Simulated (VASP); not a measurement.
# Au (Im-3m) in VASP: notebook, part 2 of 2

VASP 6.6.1.

### 5 Single point, LDA (volume scaled by 1.04)

INCAR

```
PREC     = Accurate       # precision mode
ENCUT    = 520            # plane-wave cutoff, eV
EDIFF    = 1E-6           # SCF threshold, eV
ISMEAR   = -1             # smearing method
SIGMA    = 0.1            # smearing width, eV
LREAL    = F              # projectors in reciprocal space
LASPH    = T              # aspherical terms in the spheres
NELM     = 80             # most SCF steps
ALGO     = Normal         # electronic algorithm
ISIF     = 2              # what is computed and relaxed
LWAVE    = F              # write WAVECAR
LCHARG   = F              # write CHGCAR
GGA      = CA             # functional
NBANDS   = 12             # bands
```

KPOINTS

```
Automatic mesh
0
Gamma
  15 15 15
```

POSCAR

```
Au
1.0
   -1.6277662917      1.6277662917      1.6277662917
    1.6277662917     -1.6277662917      1.6277662917
    1.6277662917      1.6277662917     -1.6277662917
Au
1
Direct
    0.0000000000      0.0000000000      0.0000000000
```

Potentials or basis: VASP PAW LDA potentials, release 64 (Au).

Launch:

```sh
$ cat potpaw_LDA.64/Au/POTCAR > POTCAR
$ mpirun -np 1 vasp_std > vasp.out
```

OUTCAR:

```text
PREC = Accurate
   ENCUT = 520
   EDIFF = 1E-6
   ISMEAR = -1
   LREAL = F
   LASPH = T
   NELM = 80
   ISIF = 2
   GGA = CA

 ion  position               nearest neighbor table
   1  0.000  0.000  0.000-

  LATTYP: Found a body centered cubic cell.
 ALAT       =     3.2555325834

  Lattice vectors:

 A1 = (  -1.6277662917,   1.6277662917,   1.6277662917)
 A2 = (   1.6277662917,  -1.6277662917,   1.6277662917)
 A3 = (   1.6277662917,   1.6277662917,  -1.6277662917)

Analysis of symmetry for initial positions (statically):
=====================================================================
 Subroutine PRICEL returns:
 Original cell was already a primitive cell.

 Routine SETGRP: Setting up the symmetry group for a
 body centered cubic supercell.

 Subroutine GETGRP returns: Found 48 space group operations
[... 9 lines left out ...]

 Routine SETGRP: Setting up the symmetry group for a
 body centered cubic supercell.

 Subroutine GETGRP returns: Found 48 space group operations
[... 11 lines left out ...]
                                     Primitive cell

  volume of cell :      17.2519

[... 135 lines left out ...]

 val. band max:        8.9240235002   @ k =  -0.4000   0.4667   0.0667
 cond. band min:       8.9968239165   @ k =  -0.4000   0.4000   0.2000
 fundamental gap:      0.0728004163
 Fermi energy:         8.9630103431

 k-point     1 :       0.0000    0.0000    0.0000
  band No.  band energies     occupation
      1      -0.6953      2.00000
      2       4.2591      2.00000
      3       4.2591      2.00000
      4       4.2591      2.00000
      5       6.1884      2.00000
      6       6.1884      2.00000
      7      25.5512      0.00000
      8      25.5512      0.00000
      9      25.5512      0.00000
     10      33.0765      0.00000
     11      33.0765      0.00000
     12      33.0765      0.00000
[... 331 lines left out ...]
 k-point    24 :       0.4000    0.2000    0.0000
  band No.  band energies     occupation
      1       2.5982      2.00000
      2       3.4677      2.00000
      3       5.0685      2.00000
      4       6.0445      2.00000
      5       6.7098      2.00000
      6      11.6548      0.00000
      7      12.3640      0.00000
      8      18.2750      0.00000
      9      22.8562      0.00000
     10      29.8863      0.00000
     11      31.0013      0.00000
     12      34.5844      0.00000

 [... further k-points ...]
[... 5 lines left out ...]
  --------------------------------------------------------------------------------------
  -------------------------------------------------------------------------------------
  Total       -0.6266227     -0.6266227     -0.6266227     -0.0000000      0.0000000     -0.0000000
  in kB      -58.1943142    -58.1943142    -58.1943142     -0.0000000      0.0000000     -0.0000000
  external PRESSURE =     -58.1943142 kB  Pullay stress =       0.0000000 kB

 VOLUME and BASIS-vectors are now :
 -----------------------------------------------------------------------------
  energy-cutoff  :      520.00
  volume of cell :       17.25
      direct lattice vectors                 reciprocal lattice vectors
    -1.627766292  1.627766292  1.627766292     0.000000000  0.307169403  0.307169403
     1.627766292 -1.627766292  1.627766292     0.307169403  0.000000000  0.307169403
     1.627766292  1.627766292 -1.627766292     0.307169403  0.307169403  0.000000000

 POSITION                                       TOTAL-FORCE (eV/Angst)
 -----------------------------------------------------------------------------------
      0.00000      0.00000      0.00000         0.000000      0.000000     -0.000000
 -----------------------------------------------------------------------------------
    total drift:                               -0.000000      0.000000      0.000000

  FREE ENERGIE OF THE ION-ELECTRON SYSTEM (eV)
  ---------------------------------------------------
  free  energy   TOTEN  =        -4.4151642249 eV

  energy  without entropy=       -4.4040702748  energy(sigma->0) =       -4.40961725
```

stdout:

```text
POSCAR found type information on POSCAR Au
 POSCAR found :  1 types and       1 ions
 scaLAPACK will be used
 LDA part: xc-table for (Slater(with rela. corr.)+CA(PZ))
 , standard interpolation
 POSCAR, INCAR and KPOINTS ok, starting setup
 FFT: planning ... GRIDC
 FFT: planning ... GRID_SOFT
 FFT: planning ... GRID
 WAVECAR not read
 entering main loop
```

It took 8.1 s on 1 thread of Intel Xeon Platinum 8488C (Sapphire Rapids), shared host; peak memory 0.14 GiB.

What came out:

```yaml
Free_energy: -4.4152 eV
Pressure: -5.8 GPa
```

Levels at points of the mesh, in eV from the Fermi level:
| k point | band 4 | band 5 | band 6 | band 7 | band 8 | band 9 |
| --- | --- | --- | --- | --- | --- | --- |
| (0.00, 0.00, 0.00) | -4.70 | -2.77 | -2.77 | 16.59 | 16.59 | 16.59 |

Caveat: the cell differs from its parent crystal (volume scaled by 1.04); spin-orbit coupling is left out, which moves the levels of the heavy elements.

### 6 Single point, LDA (volume scaled by 1.12)

INCAR

```
SYSTEM = Au
ALGO = Normal
EDIFF = 1E-6
ENCUT = 520
ISIF = 2
ISMEAR = -1
LASPH = .True.
LCHARG = .False.
LREAL = .False.
LWAVE = .False.
NBANDS = 12
NELM = 60
PREC = Accurate
SIGMA = 0.1
```

KPOINTS

```
k-points
0
Gamma
  15 15 15
  0 0 0
```

POSCAR

```
Au
1.0
   -1.6684772084      1.6684772084      1.6684772084
    1.6684772084     -1.6684772084      1.6684772084
    1.6684772084      1.6684772084     -1.6684772084
Au
1
Direct
    0.0000000000      0.0000000000      0.0000000000
```

Potentials or basis: VASP PAW LDA potentials, release 64 (Au).

Launch:

```sh
$ cat potpaw_LDA.64/Au/POTCAR > POTCAR
$ mpirun -np 1 vasp_std > vasp.out
```

OUTCAR:

```text
SYSTEM = Au
   EDIFF = 1E-6
   ENCUT = 520
   ISIF = 2
   ISMEAR = -1
   LASPH = .True.
   LREAL = .False.
   NELM = 60
   PREC = Accurate

 ion  position               nearest neighbor table
   1  0.000  0.000  0.000-

  LATTYP: Found a body centered cubic cell.
 ALAT       =     3.3369544168

  Lattice vectors:

 A1 = (  -1.6684772084,   1.6684772084,   1.6684772084)
 A2 = (   1.6684772084,  -1.6684772084,   1.6684772084)
 A3 = (   1.6684772084,   1.6684772084,  -1.6684772084)

Analysis of symmetry for initial positions (statically):
=====================================================================
 Subroutine PRICEL returns:
 Original cell was already a primitive cell.

 Routine SETGRP: Setting up the symmetry group for a
 body centered cubic supercell.

 Subroutine GETGRP returns: Found 48 space group operations
[... 9 lines left out ...]

 Routine SETGRP: Setting up the symmetry group for a
 body centered cubic supercell.

 Subroutine GETGRP returns: Found 48 space group operations
[... 11 lines left out ...]
                                     Primitive cell

  volume of cell :      18.5789

  direct lattice vectors                    reciprocal lattice vectors
    -1.668477208  1.668477208  1.668477208     0.000000000  0.299674456  0.299674456
[... 137 lines left out ...]
 Fermi energy:         7.7821079638

 k-point     1 :       0.0000    0.0000    0.0000
  band No.  band energies     occupation
      1      -1.1357      2.00000
      2       3.4610      2.00000
      3       3.4610      2.00000
      4       3.4610      2.00000
      5       5.1727      2.00000
      6       5.1727      2.00000
      7      24.3283      0.00000
      8      24.3283      0.00000
      9      24.3283      0.00000
     10      30.5613      0.00000
     11      30.5613      0.00000
     12      30.5613      0.00000
[... 331 lines left out ...]
 k-point    24 :       0.4000    0.2000    0.0000
  band No.  band energies     occupation
      1       1.9915      2.00000
      2       2.7772      2.00000
      3       4.2278      2.00000
      4       5.0426      2.00000
      5       5.6314      2.00000
      6      10.4045      0.00000
      7      10.8275      0.00000
      8      16.7130      0.00000
      9      21.2669      0.00000
     10      28.0451      0.00000
     11      29.3757      0.00000
     12      32.4451      0.00000

 [... further k-points ...]
[... 5 lines left out ...]
  --------------------------------------------------------------------------------------
  -------------------------------------------------------------------------------------
  Total       -1.7314233     -1.7314233     -1.7314233     -0.0000000     -0.0000000      0.0000000
  in kB     -149.3114195   -149.3114195   -149.3114195     -0.0000000     -0.0000000      0.0000000
  external PRESSURE =    -149.3114195 kB  Pullay stress =       0.0000000 kB

 VOLUME and BASIS-vectors are now :
 -----------------------------------------------------------------------------
  energy-cutoff  :      520.00
  volume of cell :       18.58
      direct lattice vectors                 reciprocal lattice vectors
    -1.668477208  1.668477208  1.668477208     0.000000000  0.299674456  0.299674456
     1.668477208 -1.668477208  1.668477208     0.299674456  0.000000000  0.299674456
     1.668477208  1.668477208 -1.668477208     0.299674456  0.299674456  0.000000000

 POSITION                                       TOTAL-FORCE (eV/Angst)
 -----------------------------------------------------------------------------------
      0.00000      0.00000      0.00000         0.000000      0.000000      0.000000
 -----------------------------------------------------------------------------------
    total drift:                               -0.000000      0.000000      0.000000

  FREE ENERGIE OF THE ION-ELECTRON SYSTEM (eV)
  ---------------------------------------------------
  free  energy   TOTEN  =        -4.3266380596 eV

  energy  without entropy=       -4.3157280096  energy(sigma->0) =       -4.32118303
```

OSZICAR:

```text
N       E                     dE             d eps       ncg     rms          rms(c)
DAV:   1     0.482979713313E+02    0.48298E+02   -0.54865E+03  2968   0.803E+02
DAV:   2    -0.396247456592E+01   -0.52260E+02   -0.49637E+02  3472   0.183E+02
DAV:   3    -0.465820071524E+01   -0.69573E+00   -0.69520E+00  3344   0.205E+01
DAV:   4    -0.466064768119E+01   -0.24470E-02   -0.24469E-02  3316   0.141E+00
DAV:   5    -0.466066697218E+01   -0.19291E-04   -0.19291E-04  3360   0.119E-01    0.720E+00
DAV:   6    -0.434465454053E+01    0.31601E+00   -0.10140E+00  3084   0.764E+00    0.476E+00
DAV:   7    -0.432972736880E+01    0.14927E-01   -0.36602E-02  3284   0.145E+00    0.261E+00
DAV:   8    -0.432663919626E+01    0.30882E-02   -0.92307E-04  3192   0.285E-01    0.208E-01
DAV:   9    -0.432663722412E+01    0.19721E-05   -0.67153E-06  3208   0.197E-02    0.101E-02
DAV:  10    -0.432663805955E+01   -0.83543E-06   -0.94111E-07  2872   0.731E-03
   1 F= -.43266381E+01 E0= -.43211830E+01  d E =-.109100E-01
```

stdout:

```text
POSCAR found type information on POSCAR Au
 POSCAR found :  1 types and       1 ions
 scaLAPACK will be used
 LDA part: xc-table for (Slater(with rela. corr.)+CA(PZ))
 , standard interpolation
 POSCAR, INCAR and KPOINTS ok, starting setup
 FFT: planning ... GRIDC
 FFT: planning ... GRID_SOFT
 FFT: planning ... GRID
 WAVECAR not read
 entering main loop
```

Run time: 8.2 s. Hardware: 1 thread of Intel Xeon Platinum 8488C (Sapphire Rapids), shared host; peak memory 0.14 GiB.

What came out:

```yaml
Free_energy: -4.3266 eV
Pressure: -14.9 GPa
```

Levels at points of the mesh, in eV from the Fermi level:
```tsv
k point	band 3	band 4	band 5	band 6	band 7	band 8	band 9	band 10
(0.00, 0.00, 0.00)	-4.32	-4.32	-2.61	-2.61	16.55	16.55	16.55	22.78
```

Caveat: the cell differs from its parent crystal (volume scaled by 1.12); spin-orbit coupling is left out, which moves the levels of the heavy elements.

### 7 Relaxation of cell and atoms, LDA

This run uses another cell than the first one, of 16.96 Å³/atom, 1.022 times its volume.

INCAR

```
PREC = Accurate
ENCUT = 600
EDIFF = 1E-6
ISMEAR = -1
SIGMA = 0.1
LREAL = F
LASPH = T
NELM = 80
ALGO = Normal
ISIF = 3
LWAVE = F
LCHARG = F
GGA = CA
IBRION = 2
NSW = 80
EDIFFG = -0.01
```

KPOINTS

```
regular mesh
0
Gamma
  14 14 14
```

POSCAR

```
Au
1.0
   -1.6184506165      1.6184506165      1.6184506165
    1.6184506165     -1.6184506165      1.6184506165
    1.6184506165      1.6184506165     -1.6184506165
Au
1
Direct
    0.0000000000      0.0000000000      0.0000000000
```

Launch:

```sh
$ cat potpaw_LDA.64/Au/POTCAR > POTCAR
$ mpirun -np 1 vasp_std > vasp.out
```

Run time: 14 s. Hardware: 1 thread of Intel Xeon Platinum 8488C (Sapphire Rapids), shared host; peak memory 0.15 GiB.

Results (log left out):

| Item | Value |
| --- | --- |
| Free energy | -4.4274 eV |
| Relaxed volume | 16.65 Å³/atom |
| Relaxed cell | a = 2.786 Å, b = 2.786 Å, c = 2.786 Å, α = 109.47°, β = 109.47°, γ = 109.47° |
| Space group after relaxing (to 0.05 Å) | Im-3m (No. 229) |
| Energy gained by relaxing | 3.4 meV/atom |
| Ionic steps | 3 |
| Pressure after relaxing | 0.0 GPa |

Step by step:
| step | energy change (eV) | largest force (eV/Å) | pressure (GPa) | volume (Å³) |
| --- | --- | --- | --- | --- |
| 1 | 0.0000 | 0.0000 | -3.39 | 16.96 |
| 2 | 0.0083 | 0.0000 | 7.08 | 16.09 |
| 3 | -0.0034 | 0.0000 | -0.04 | 16.65 |

Final structure:
```
Au
1.0
    -1.60848    1.60848    1.60848
     1.60848   -1.60848    1.60848
     1.60848    1.60848   -1.60848
Au
1
Direct
  0.00000 0.00000 0.00000
```

Levels at points of the mesh, in eV from the Fermi level:
```
           k point  band 2  band 3  band 4  band 5  band 6  band 7  band 8  band 9
(0.00, 0.00, 0.00)   -5.07   -5.07   -5.07   -3.03   -3.03   16.44   16.44   16.44
(0.50, 0.00, 0.00)   -6.21   -3.18   -2.80   -1.40   -0.82    3.66   12.31   13.96
(0.50, 0.50, 0.50)   -7.11   -1.81   -1.81   -1.81    6.23    6.23    6.23    9.95
```

Caveat: spin-orbit coupling is left out, which moves the levels of the heavy elements.

### 8 The runs side by side

```tsv
task	cell	k mesh	cutoff (eV)	gap on the mesh (eV)	pressure (GPa)
single point	a = 2.783 Å, angles 109.5°, 1 atom	14 × 14 × 14	520	none	0.5
single point	a = 2.706 Å, angles 109.5°, 1 atom	15 × 15 × 15	520	none	21.7
single point	a = 2.745 Å, angles 109.5°, 1 atom	15 × 15 × 15	520	none	10.0
single point	a = 2.819 Å, angles 109.5°, 1 atom	15 × 15 × 15	520	none	-5.8
single point	a = 2.890 Å, angles 109.5°, 1 atom	15 × 15 × 15	520	none	-14.9
relaxation of cell and atoms	relaxed from a = 2.803 Å, angles 109.5°, 1 atom	14 × 14 × 14	600	none	0.0
```

Alike in all rows: level LDA; potentials or basis VASP PAW LDA potentials, release 64 (Au); no spin polarisation; smearing fermi-dirac 0.1 eV.

Caveats: spin-orbit coupling is left out, which moves the levels of the heavy elements.

Total energies depend on the potentials used, so only differences within one code and one set of settings carry meaning.
